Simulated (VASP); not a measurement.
# CoO (R-3m) in VASP: single point with PBEsol

Aim: the single point of CoO with PBEsol.

Program: VASP 6.6.1. These are calculated values, not measurements. Logs are shortened: lines on timing, memory, paths and dates and some standing lists are left out, and cuts for length are marked.

### 1 The cell of the first run

It takes space group R-3m (No. 166, trigonal). The conventional cell has a = 3.011 Å, b = 3.011 Å, c = 7.320 Å, α = 90.00°, β = 90.00°, γ = 120.00°. Co (site symmetry -3m) has 6 O at 2.12 Å within 2.8 Å. O (site symmetry -3m) has 6 Co at 2.12 Å within 2.8 Å.

### 2 Single point, PBEsol, collinear spin, ferromagnetic start

INCAR

```
SYSTEM = CoO
PREC     = Accurate       ! precision mode
ENCUT    = 520            ! plane-wave cutoff, eV
EDIFF    = 1E-6           ! SCF threshold, eV
ISMEAR   = 0              ! smearing method
SIGMA    = 0.15           ! smearing width, eV
LREAL    = .False.        ! projectors in reciprocal space
LASPH    = .True.         ! aspherical terms in the spheres
NELM     = 150            ! most SCF steps
ALGO     = Normal         ! electronic algorithm
ISIF     = 2              ! what is computed and relaxed
LWAVE    = .False.        ! write WAVECAR
LCHARG   = .False.        ! write CHGCAR
ISPIN    = 2              ! spin polarisation
MAGMOM   = 2.64 0.33      ! initial moments
LORBIT   = 11             ! projections on sites
LMAXMIX  = 4              ! l up to which the mixer works
GGA      = PS             ! functional
NBANDS   = 18             ! bands
```

KPOINTS

```
regular mesh
0
Gamma
  18 18 18
  0 0 0
```

POSCAR

```
CoO
1.0
    1.5054695445      0.8691832468      2.4399269062
   -1.5054695445      0.8691832468      2.4399269062
    0.0000000000     -1.7383664936      2.4399269062
Co O
1 1
Direct
    0.0000000000      0.0000000000      0.0000000000
    0.5000000000      0.5000000000      0.5000000000
```

Potentials or basis: VASP PAW PBE potentials, release 64 (Co, O).

Started as:

```sh
> cat potpaw_PBE.64/Co/POTCAR potpaw_PBE.64/O/POTCAR > POTCAR
> mpirun -np 1 vasp_std > vasp.out
```

OUTCAR:

```text
SYSTEM = CoO
   PREC = Accurate
   ENCUT = 520
   EDIFF = 1E-6
   ISMEAR = 0
   LREAL = .False.
   LASPH = .True.
   NELM = 150
   ISIF = 2
   ISPIN = 2
   LORBIT = 11
   GGA = PS

 ion  position               nearest neighbor table
   1  0.000  0.000  0.000-   2 2.12   2 2.12   2 2.12   2 2.12   2 2.12   2 2.12
   2  0.500  0.500  0.500-   1 2.12   1 2.12   1 2.12   1 2.12   1 2.12   1 2.12

  LATTYP: Found a trigonal (rhomboedric) cell.
 ALAT       =     2.9958573687
 COS(alpha) =     0.4949531368

  Lattice vectors:

 A1 = (   1.5054695445,   0.8691832468,   2.4399269062)
 A2 = (  -1.5054695445,   0.8691832468,   2.4399269062)
 A3 = (   0.0000000000,  -1.7383664936,   2.4399269062)

Analysis of symmetry for initial positions (statically):
=====================================================================
 Subroutine PRICEL returns:
 Original cell was already a primitive cell.

 Routine SETGRP: Setting up the symmetry group for a
 trigonal (rhombohedral) supercell.

 Subroutine GETGRP returns: Found 12 space group operations
 (whereof 12 operations were pure point group operations)
 out of a pool of 12 trial point group operations.

The static configuration has the point symmetry D_3d.

Analysis of symmetry for dynamics (positions and initial velocities):
=====================================================================
 Subroutine PRICEL returns:
 Original cell was already a primitive cell.

 Routine SETGRP: Setting up the symmetry group for a
 trigonal (rhombohedral) supercell.

 Subroutine GETGRP returns: Found 12 space group operations
 (whereof 12 operations were pure point group operations)
 out of a pool of 12 trial point group operations.

The dynamic configuration has the point symmetry D_3d.

Analysis of structural, dynamic, and magnetic symmetry:
=====================================================================
 Subroutine PRICEL returns:
 Original cell was already a primitive cell.

 Routine SETGRP: Setting up the symmetry group for a
 trigonal (rhombohedral) supercell.

 Subroutine GETGRP returns: Found 12 space group operations
 (whereof 12 operations were pure point group operations)
 out of a pool of 12 trial point group operations.

The overall configuration has the point symmetry D_3d.

 Subroutine INISYM returns: Found 12 space group operations
 (whereof 12 operations are pure point group operations),
 and found     1 'primitive' translations

----------------------------------------------------------------------------------------

                                     Primitive cell
[... 114 lines left out ...]
  Thomas-Fermi vector in A             =   2.619316
   LORBIT       =     11    0 simple, 1 ext, 2 COOP (PROOUT), +10 PAW based schemes
   GGA     = PS    functional components
   LHFCALC =     F    Hartree Fock is set to
   AEXX    =    0.0000 exact exchange contribution
   IVDW    =     0    specifies the selected vdW correction
   LEPSILON=     F    determine dielectric tensor
   LRPA    =     F    only Hartree local field effects (RPA)
 spin polarized calculation
 Gauss-broadening in eV      SIGMA  =   0.15
  energy-cutoff  :      520.00
  volume of cell :       19.16
 maximum number of plane-waves:       534
   NGX = 11   NGY = 11   NGZ = 11

 number of electron      15.0000005 magnetization       2.9041957

 Free energy of the ion-electron system (eV)
  ---------------------------------------------------
  ext. energy  EPLUGINS =         0.00000000
  ---------------------------------------------------
  free energy    TOTEN  =       -13.97776634 eV

  energy without entropy =      -13.93096783  energy(sigma->0) =      -13.95436708

 E-fermi :   7.9412     XC(G=0): -12.7112

 val. band max:        7.9402385290   @ k =  -0.4444   0.4444   0.2222
 cond. band min:       7.9414048351   @ k =  -0.4444   0.3333   0.1111
 fundamental gap:      0.0011663061
 Fermi energy:         7.9412284063

 spin component 1

 k-point     1 :       0.0000    0.0000    0.0000
  band No.  band energies     occupation
      1     -12.3612      1.00000
      2       4.6629      1.00000
      3       4.6629      1.00000
      4       4.6698      1.00000
      5       4.6698      1.00000
      6       4.7186      1.00000
[... 493 lines left out ...]
     17      34.8156      0.00000
     18      36.7653      0.00000

 [... further k-points ...]

 spin component 2

 k-point     1 :       0.0000    0.0000    0.0000
  band No.  band energies     occupation
      1     -11.8327      1.00000
      2       5.2671      1.00000
      3       5.2671      1.00000
      4       5.3211      1.00000
      5       6.8104      1.00000
      6       6.8104      1.00000
[... 493 lines left out ...]
     17      35.3058      0.00000
     18      37.5260      0.00000

 [... further k-points ...]

------------------------ aborting loop because EDIFF is reached ----------------------------------------

  FORCE on cell =-STRESS in cart. coord.  units (eV):
  Direction    XX          YY          ZZ          XY          YZ          ZX
  --------------------------------------------------------------------------------------
  -------------------------------------------------------------------------------------
  Total       -1.1431796     -1.1431796     -1.1737293      0.0000000      0.0000000      0.0000000
  in kB      -95.6122747    -95.6122747    -98.1673656      0.0000000      0.0000000      0.0000000
  external PRESSURE =     -96.4639717 kB  Pullay stress =       0.0000000 kB

 VOLUME and BASIS-vectors are now :
 -----------------------------------------------------------------------------
  energy-cutoff  :      520.00
  volume of cell :       19.16
      direct lattice vectors                 reciprocal lattice vectors
     1.505469544  0.869183247  2.439926906     0.332122295  0.191750896  0.136616114
    -1.505469544  0.869183247  2.439926906    -0.332122295  0.191750896  0.136616114
     0.000000000 -1.738366494  2.439926906     0.000000000 -0.383501793  0.136616114

 POSITION                                       TOTAL-FORCE (eV/Angst)
 -----------------------------------------------------------------------------------
      0.00000      0.00000      0.00000         0.000000      0.000000     -0.000000
      0.00000      0.00000      3.65989         0.000000     -0.000000      0.000000
 -----------------------------------------------------------------------------------
    total drift:                               -0.000000      0.000000     -0.000000

  FREE ENERGIE OF THE ION-ELECTRON SYSTEM (eV)
  ---------------------------------------------------
  free  energy   TOTEN  =       -13.9777663363 eV

  energy  without entropy=      -13.9309678315  energy(sigma->0) =      -13.95436708

 total charge

# of ion       s       p       d       tot
------------------------------------------
    1        0.300   0.367   7.151   7.818
    2        1.551   3.403   0.000   4.953
--------------------------------------------------
tot          1.850   3.769   7.151  12.771

 magnetization (x)

# of ion       s       p       d       tot
------------------------------------------
    1        0.020   0.018   2.506   2.543
    2        0.029   0.279   0.000   0.308
--------------------------------------------------
tot          0.049   0.296   2.506   2.851
```

stdout:

```text
POSCAR found type information on POSCAR CoO
 POSCAR found :  2 types and       2 ions
 scaLAPACK will be used
 -----------------------------------------------------------------------------
|                                                                             |
|                                                                             |
|     You enforced a specific xc type in the INCAR file but a different       |
|     I HOPE YOU KNOW WHAT YOU ARE DOING!                                     |
|                                                                             |
 -----------------------------------------------------------------------------

 LDA part: xc-table for (Slater+PW92), standard interpolation
 POSCAR, INCAR and KPOINTS ok, starting setup
 FFT: planning ... GRIDC
 FFT: planning ... GRID_SOFT
 FFT: planning ... GRID
 WAVECAR not read
 entering main loop
```

Run time: 2.4 min. Hardware: 1 thread of Intel Xeon 6975P-C (Granite Rapids), shared host; peak memory 0.4 GiB.

What came out:

```yaml
Free_energy: -13.9778 eV
Pressure: -9.6 GPa
Net_moment: 2.90 μB per cell
Site_moments: Co +2.54; O +0.31 μB
Valence_electrons_inside_the_program's_atomic_spheres: Co 7.82; O 4.95
```

Caveat: the PAW data sets were made with another functional, which shifts forces and pressure a little; a cell with one magnetic atom can't hold antiferromagnetic order, which such compounds often take; semilocal functionals often make such compounds metallic where correlation or magnetic order opens a gap, which also shifts bond lengths.
